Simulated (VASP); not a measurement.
# Rb3ClO (Pm-3m) in VASP: further runs

Rb3ClO is run at these levels: LDA; tasks: relaxation of cell and atoms.

All numbers are computed with VASP 6.6.1; they aren't measurements. Logs are shortened: lines on timing, memory, paths and dates and some standing lists are left out, and cuts for length are marked.

## (1) The cell of the first run

It takes space group Pm-3m (No. 221, cubic). The conventional cell has a = 5.534 Å, b = 5.534 Å, c = 5.534 Å, α = 90.00°, β = 90.00°, γ = 90.00°. Within 3.6 Å of Rb (site symmetry 4/mmm) lie 2 O at 2.77 Å. Cl (site symmetry m-3m) has 12 Rb at 3.91 Å and 8 O at 4.79 Å within 5.1 Å. Within 3.6 Å of O (site symmetry m-3m) lie 6 Rb at 2.77 Å.

## (2) Relaxation of cell and atoms, LDA, target pressure 10 GPa, at which the enthalpy is minimised

File INCAR:

```
ALGO = Normal
EDIFF = 1E-6
EDIFFG = -0.005
ENCUT = 600
GGA = CA
IBRION = 2
ISIF = 3
ISMEAR = 0
LASPH = T
LCHARG = F
LREAL = F
LWAVE = F
NELM = 100
NSW = 80
PREC = Accurate
PSTRESS = 100.0
SIGMA = 0.01
```

File KPOINTS:

```
k-points
0
Gamma
  4 4 4
```

File POSCAR:

```
Rb3ClO
1.0
    5.5336790000      0.0000000000      0.0000000000
    0.0000000000      5.5336790000      0.0000000000
    0.0000000000      0.0000000000      5.5336790000
Rb Cl O
3 1 1
Direct
    0.0000000000      0.0000000000      0.5000000000
    0.0000000000      0.5000000000      0.0000000000
    0.5000000000      0.0000000000      0.0000000000
    0.5000000000      0.5000000000      0.5000000000
    0.0000000000      0.0000000000      0.0000000000
```

Potentials or basis: VASP PAW LDA potentials, release 64 (Rb_sv, Cl, O).

On the command line:

```
$ cat potpaw_LDA.64/Rb_sv/POTCAR potpaw_LDA.64/Cl/POTCAR potpaw_LDA.64/O/POTCAR > POTCAR
$ mpirun -np 1 vasp_std > vasp.out
```

OUTCAR:

```text
EDIFF = 1E-6
   EDIFFG = -0.005
   ENCUT = 600
   GGA = CA
   IBRION = 2
   ISIF = 3
   ISMEAR = 0
   LASPH = T
   LREAL = F
   NELM = 100
   NSW = 80
   PREC = Accurate
   PSTRESS = 100.0

 ion  position               nearest neighbor table
   1  0.000  0.000  0.500-   5 2.77   5 2.77   4 3.91   2 3.91   2 3.91   3 3.91   3 3.91   2 3.91
                             4 3.91   2 3.91   3 3.91   4 3.91   3 3.91   4 3.91
   2  0.000  0.500  0.000-   5 2.77   5 2.77   4 3.91   1 3.91   1 3.91   4 3.91   1 3.91   3 3.91
                             3 3.91   1 3.91   3 3.91   4 3.91   4 3.91   3 3.91
   3  0.500  0.000  0.000-   5 2.77   5 2.77   4 3.91   1 3.91   1 3.91   4 3.91   2 3.91   4 3.91
                             4 3.91   1 3.91   2 3.91   2 3.91   1 3.91   2 3.91
   4  0.500  0.500  0.500-   1 3.91   2 3.91   3 3.91   2 3.91   3 3.91   1 3.91   3 3.91   3 3.91
                             1 3.91   2 3.91   2 3.91   1 3.91
   5  0.000  0.000  0.000-   1 2.77   2 2.77   3 2.77   1 2.77   2 2.77   3 2.77

  LATTYP: Found a simple cubic cell.
 ALAT       =     5.5336790000

  Lattice vectors:

 A1 = (   5.5336790000,   0.0000000000,   0.0000000000)
 A2 = (   0.0000000000,   5.5336790000,   0.0000000000)
 A3 = (   0.0000000000,   0.0000000000,   5.5336790000)

Analysis of symmetry for initial positions (statically):
=====================================================================
 Subroutine PRICEL returns:
 Original cell was already a primitive cell.

 Routine SETGRP: Setting up the symmetry group for a
 simple cubic supercell.

 Subroutine GETGRP returns: Found 48 space group operations
 (whereof 48 operations were pure point group operations)
 out of a pool of 48 trial point group operations.

The static configuration has the point symmetry O_h .

Analysis of symmetry for dynamics (positions and initial velocities):
=====================================================================
 Subroutine PRICEL returns:
 Original cell was already a primitive cell.

 Routine SETGRP: Setting up the symmetry group for a
 simple cubic supercell.

 Subroutine GETGRP returns: Found 48 space group operations
 (whereof 48 operations were pure point group operations)
 out of a pool of 48 trial point group operations.

The dynamic configuration has the point symmetry O_h .

 Subroutine INISYM returns: Found 48 space group operations
 (whereof 48 operations are pure point group operations),
 and found     1 'primitive' translations

----------------------------------------------------------------------------------------

                                     Primitive cell

  volume of cell :     169.4501

  direct lattice vectors                    reciprocal lattice vectors
     5.533679000  0.000000000  0.000000000     0.180711603  0.000000000  0.000000000
     0.000000000  5.533679000  0.000000000     0.000000000  0.180711603  0.000000000
     0.000000000  0.000000000  5.533679000     0.000000000  0.000000000  0.180711603

  length of vectors
     5.533679000  5.533679000  5.533679000     0.180711603  0.180711603  0.180711603

  position of ions in fractional coordinates (direct lattice)
     0.000000000  0.000000000  0.500000000
     0.000000000  0.500000000  0.000000000
     0.500000000  0.000000000  0.000000000
     0.500000000  0.500000000  0.500000000
     0.000000000  0.000000000  0.000000000

  ion indices of the primitive-cell ions
   primitive index   ion index
                 1           1
                 2           2
                 3           3
                 4           4
                 5           5

----------------------------------------------------------------------------------------

 KPOINTS: k-points

Automatic generation of k-mesh.
 Grid dimensions read from file:
 generate k-points for:    4    4    4

 Generating k-lattice:

  Cartesian coordinates                     Fractional coordinates (reciprocal lattice)
     0.045177901  0.000000000  0.000000000     0.250000000  0.000000000  0.000000000
     0.000000000  0.045177901  0.000000000     0.000000000  0.250000000  0.000000000
     0.000000000  0.000000000  0.045177901     0.000000000  0.000000000  0.250000000

  Length of vectors
     0.045177901  0.045177901  0.045177901

  Shift w.r.t. Gamma in fractional coordinates (k-lattice)
     0.000000000  0.000000000  0.000000000

 Subroutine IBZKPT returns following result:
 ===========================================

 Found     10 irreducible k-points:

 Following reciprocal coordinates:
            Coordinates               Weight
  0.000000  0.000000  0.000000      1.000000
  0.250000  0.000000  0.000000      6.000000
  0.500000  0.000000  0.000000      3.000000
  0.250000  0.250000  0.000000     12.000000
  0.500000  0.250000  0.000000     12.000000
  0.500000  0.500000  0.000000      3.000000
  0.250000  0.250000  0.250000      8.000000
  0.500000  0.250000  0.250000     12.000000
  0.500000  0.500000  0.250000      6.000000
  0.500000  0.500000  0.500000      1.000000
   k-points           NKPTS =     10   k-points in BZ     NKDIM =     10   number of bands    NBANDS=     24
   number of dos      NEDOS =    301   number of ions     NIONS =      5
   total plane-waves  NPLWV = 110592
   dimension x,y,z NGX =    48 NGY =   48 NGZ =   48
   dimension x,y,z NGXF=    96 NGYF=   96 NGZF=   96
   ions per type =               3   1   1
   NGX,Y,Z   is equivalent  to a cutoff of  14.42, 14.42, 14.42 a.u.
   NGXF,Y,Z  is equivalent  to a cutoff of  28.84, 28.84, 28.84 a.u.
 SYSTEM =  unknown system
   PREC   = accura    normal or accurate (medium, high low for compatibility)
   ISTART =      0    job   : 0-new  1-cont  2-samecut
   ICHARG =      2    charge: 1-file 2-atom 10-const
   ISPIN  =      1    spin polarized calculation?
   LNONCOLLINEAR =      F non collinear calculations
   LSORBIT =      F    spin-orbit coupling
   LASPH  =      T    aspherical Exc in radial PAW
   ENCUT  =  600.0 eV  44.10 Ry    6.64 a.u.  11.05 11.05 11.05*2*pi/ulx,y,z
   NELM   =    100;   NELMIN=  2; NELMDL= -5     # of ELM steps
   EDIFF  = 0.1E-05   stopping-criterion for ELM
   LREAL  =      F    real-space projection
   EDIFFG = -.5E-02   stopping-criterion for IOM
   NSW    =     80    number of steps for IOM
   IBRION =      2    ionic relax: 0-MD 1-quasi-New 2-CG
   NFREE  =      1    steps in history (QN), initial steepest desc. (CG)
   ISIF   =      3    stress and relaxation
   ISYM   =      2    0-nonsym 1-usesym 2-fastsym
   POTIM  = 0.5000    time-step for ionic-motion
   TEBEG  =    0.0;   TEEND  =   0.0 temperature during run
   PSTRESS=  100.0 pullay stress
   NELECT =      40.0000    total number of electrons
   NUPDOWN=      -1.0000    fix difference up-down
   EMIN   =  10.00;   EMAX   =-10.00  energy-range for DOS
   EFERMI =   0.00;   METHOD = LEGACY
   ISMEAR =     0;   SIGMA  =   0.01  broadening in eV -4-tet -1-fermi 0-gaus
   EFERMI_NEDOS =   21; number of points for ismear=-14 and -15
   IALGO  =     38    algorithm
   IMIX   =      4    mixing-type and parameters
     AMIX     =   0.40;   BMIX     =  1.00
     AMIX_MAG =   1.60;   BMIX_MAG =  1.00
  volume/ion in A,a.u.               =      33.89       228.70
  Fermi-wavevector in a.u.,A,eV,Ry     =   1.011768  1.911964 13.927932  1.023674
  Thomas-Fermi vector in A             =   2.144837
   LORBIT       =      0    0 simple, 1 ext, 2 COOP (PROOUT), +10 PAW based schemes
   GGA     = CA    functional components
   LHFCALC =     F    Hartree Fock is set to
   AEXX    =    0.0000 exact exchange contribution
   IVDW    =     0    specifies the selected vdW correction
   LEPSILON=     F    determine dielectric tensor
   LRPA    =     F    only Hartree local field effects (RPA)
 conjugate gradient relaxation of ions
 non-spin polarized calculation
 Gauss-broadening in eV      SIGMA  =   0.01
  energy-cutoff  :      600.00
  volume of cell :      169.45
 maximum number of plane-waves:      5695
 NGX is ok and might be reduce to    48
   NGX = 23   NGY = 23   NGZ = 23

--------------------------------------- Ionic step        1  -------------------------------------------

 number of electron      39.9999995 magnetization

 Free energy of the ion-electron system (eV)
  ---------------------------------------------------
  ext. energy  EPLUGINS =         0.00000000
  ---------------------------------------------------
  free energy    TOTEN  =       -17.76864879 eV

  energy without entropy =      -17.76864879  energy(sigma->0) =      -17.76864879

------------------------ aborting loop because EDIFF is reached ----------------------------------------

  FORCE on cell =-STRESS in cart. coord.  units (eV):
  Direction    XX          YY          ZZ          XY          YZ          ZX
  --------------------------------------------------------------------------------------
  -------------------------------------------------------------------------------------
  Total       -2.4820912     -2.4820912     -2.4820912     -0.0000000     -0.0000000      0.0000000
  in kB      -23.4685594    -23.4685594    -23.4685594     -0.0000000     -0.0000000      0.0000000
  external PRESSURE =    -123.4685594 kB  Pullay stress =     100.0000000 kB
[... 102 lines left out ...]
  FREE ENERGIE OF THE ION-ELECTRON SYSTEM (eV)
  ---------------------------------------------------
  free  energy   TOTEN  =       -17.1727271132 eV

  energy  without entropy=      -17.1727271132  energy(sigma->0) =      -17.17272711

  enthalpy is  TOTEN    =        -9.9397336711 eV   P V=        7.2329934421

[... ionic steps 4 to 12 ...]

--------------------------------------- Ionic step       13  -------------------------------------------

 number of electron      40.0000002 magnetization

------------------------ aborting loop because EDIFF is reached ----------------------------------------

  FORCE on cell =-STRESS in cart. coord.  units (eV):
  Direction    XX          YY          ZZ          XY          YZ          ZX
  --------------------------------------------------------------------------------------
  -------------------------------------------------------------------------------------
  Total        7.0930003      7.0930003      7.0930003      0.0000000      0.0000000     -0.0000000
  in kB       97.6532194     97.6532194     97.6532194      0.0000000      0.0000000     -0.0000000
  external PRESSURE =      -2.3467806 kB  Pullay stress =     100.0000000 kB
[... 67 lines left out ...]
  enthalpy is  TOTEN    =        -9.9397329778 eV   P V=        7.2431191163

--------------------------------------- Ionic step       15  -------------------------------------------

 number of electron      40.0000002 magnetization

 Free energy of the ion-electron system (eV)
  ---------------------------------------------------
  ext. energy  EPLUGINS =         0.00000000
  ---------------------------------------------------
  free energy    TOTEN  =       -17.17808147 eV

  energy without entropy =      -17.17808147  energy(sigma->0) =      -17.17808147

 E-fermi :   3.3531     XC(G=0):  -9.5044

 val. band max:        3.2845344205   @ k =   0.0000   0.0000   0.0000
 cond. band min:       3.5876027311   @ k =   0.0000   0.0000   0.0000
 fundamental gap:      0.3030683106
 Fermi energy:         3.3531461547

 k-point     1 :       0.0000    0.0000    0.0000
  band No.  band energies     occupation
      1     -24.2681      2.00000
      2     -23.7834      2.00000
      3     -23.7834      2.00000
      4     -13.4997      2.00000
      5     -12.1375      2.00000
      6      -9.3016      2.00000
[... 291 lines left out ...]
  FREE ENERGIE OF THE ION-ELECTRON SYSTEM (eV)
  ---------------------------------------------------
  free  energy   TOTEN  =       -17.1780814748 eV

  energy  without entropy=      -17.1780814748  energy(sigma->0) =      -17.17808147

  enthalpy is  TOTEN    =        -9.9397448186 eV   P V=        7.2383366561

 reached required accuracy - stopping structural energy minimisation
```

Wall time 8.2 min (1 thread of Intel Xeon 8259CL, shared host); peak memory 0.29 GiB.

What came out:

```
Free energy                                                : -17.1781 eV
Relaxed volume                                             : 23.19 Å³/atom
Relaxed cell                                               : a = 4.877 Å, b = 4.877 Å, c = 4.877 Å, α = 90.00°, β = 90.00°, γ = 90.00°
Space group after relaxing (to 0.1 Å)                      : Pm-3m (No. 221)
Energy change on relaxing (the run minimises the enthalpy) : +118.1 meV/atom
Ionic steps                                                : 15
Pressure after relaxing                                    : 10.0 GPa
Band gap on the k mesh                                     : 0.30 eV
```

The path:
```tsv
step	energy change (eV)	largest force (eV/Å)	pressure (GPa)	volume (Å³)
1	0.0000	0.0000	-2.35	169.45
2	0.7826	0.0000	11.71	113.13
3	0.5959	0.0000	10.04	115.89
4	0.5385	0.0000	9.51	116.83
5	0.5404	0.0000	9.54	116.79
6	0.5462	0.0000	9.59	116.70
7	0.5463	0.0000	9.59	116.69
8	0.5466	0.0000	9.58	116.69
9	0.5472	0.0000	9.59	116.68
10	0.5485	0.0000	9.61	116.66
11	0.5509	0.0000	9.64	116.62
12	0.5558	0.0000	9.68	116.54
13	0.5657	0.0000	9.77	116.37
14	0.5858	0.0000	9.96	116.05
15	0.5906	0.0000	9.99	115.97
```

Final structure:
```
Rb Cl O
1.0
     4.87659    0.00000    0.00000
     0.00000    4.87659    0.00000
     0.00000    0.00000    4.87659
Rb Cl O
3 1 1
Cartesian
  4.8766 0.0000 2.4383
  0.0000 2.4383 0.0000
  2.4383 4.8766 0.0000
  2.4383 2.4383 2.4383
  4.8766 4.8766 0.0000
```

Caveat: the cell is relaxed towards a set pressure, so the run minimises the enthalpy, not the energy; the volume moved by over 15 % at a fixed basis, so the end points are rough; semilocal functionals underestimate gaps, and a narrow one can read as zero.

## (3) Relaxation of cell and atoms, LDA, target pressure 20 GPa, at which the enthalpy is minimised

File INCAR:

```
PREC     = Accurate       # precision mode
ENCUT    = 600            # plane-wave cutoff, eV
EDIFF    = 1E-6           # SCF threshold, eV
ISMEAR   = 0              # smearing method
SIGMA    = 0.01           # smearing width, eV
LREAL    = F              # projectors in reciprocal space
LASPH    = T              # aspherical terms in the spheres
NELM     = 100            # most SCF steps
ALGO     = Normal         # electronic algorithm
ISIF     = 3              # what is computed and relaxed
LWAVE    = F              # write WAVECAR
LCHARG   = F              # write CHGCAR
GGA      = CA             # functional
IBRION   = 2              # ionic algorithm
NSW      = 80             # ionic steps
EDIFFG   = -0.005         # ionic threshold
PSTRESS  = 200.0
```

File KPOINTS:

```
Automatic mesh
0
Gamma
  4 4 4
```

POSCAR is that of step 2.

Potentials or basis: VASP PAW LDA potentials, release 64 (Rb_sv, Cl, O).

On the command line:

```
$ cat potpaw_LDA.64/Rb_sv/POTCAR potpaw_LDA.64/Cl/POTCAR potpaw_LDA.64/O/POTCAR > POTCAR
$ mpirun -np 1 vasp_std > vasp.out
```

Wall time 7.7 min (1 thread of Intel Xeon 8259CL, shared host); peak memory 0.3 GiB.

Results (log left out):

* Free energy: -15.9931 eV
* Relaxed volume: 20.58 Å³/atom
* Relaxed cell: a = 4.686 Å, b = 4.686 Å, c = 4.686 Å, α = 90.00°, β = 90.00°, γ = 90.00°
* Space group after relaxing (to 0.1 Å): Pm-3m (No. 221)
* Energy change on relaxing (the run minimises the enthalpy): +355.1 meV/atom
* Ionic steps: 7
* Pressure after relaxing: 20.0 GPa
* Band gap on the k mesh: 0.38 eV

The path:
| step | energy change (eV) | largest force (eV/Å) | pressure (GPa) | volume (Å³) |
| --- | --- | --- | --- | --- |
| 1 | 0.0000 | 0.0000 | -2.35 | 169.45 |
| 2 | 7.8623 | 0.0000 | 67.92 | 77.95 |
| 3 | 1.5586 | 0.0000 | 18.23 | 104.71 |
| 4 | 1.7215 | 0.0000 | 19.55 | 103.33 |
| 5 | 1.8605 | 0.0000 | 20.67 | 102.23 |
| 6 | 1.7107 | 0.0000 | 19.48 | 103.42 |
| 7 | 1.7755 | 0.0000 | 19.99 | 102.90 |

Final structure:
```xyz
5
Lattice="4.6860 0.0000 0.0000 0.0000 4.6860 0.0000 0.0000 0.0000 4.6860" Properties=species:S:1:pos:R:3 pbc="T T T"
Rb    0.0000    0.0000    2.3430
Rb    0.0000    2.3430    0.0000
Rb    2.3430    0.0000    0.0000
Cl    2.3430    2.3430    2.3430
O     0.0000    0.0000    0.0000
```

Levels at points of the mesh, in eV from the valence-band top:
| k point | band 17 | band 18 | band 19 | band 20 | band 21 | band 22 | band 23 | band 24 |
| --- | --- | --- | --- | --- | --- | --- | --- | --- |
| (0.00, 0.00, 0.00) | -5.45 | 0.00 | 0.00 | 0.00 | 0.38 | 0.59 | 0.59 | 1.98 |
| (0.50, 0.00, 0.00) | -5.72 | -2.34 | -0.16 | -0.16 | 2.43 | 2.57 | 2.59 | 3.10 |
| (0.50, 0.50, 0.00) | -5.78 | -2.64 | -2.64 | -0.35 | 4.17 | 4.35 | 4.40 | 4.40 |
| (0.50, 0.50, 0.50) | -5.44 | -2.99 | -2.99 | -2.99 | 2.26 | 2.80 | 2.80 | 2.80 |

Caveat: the cell is relaxed towards a set pressure, so the run minimises the enthalpy, not the energy; the volume moved by over 15 % at a fixed basis, so the end points are rough; semilocal functionals underestimate gaps, and a narrow one can read as zero.
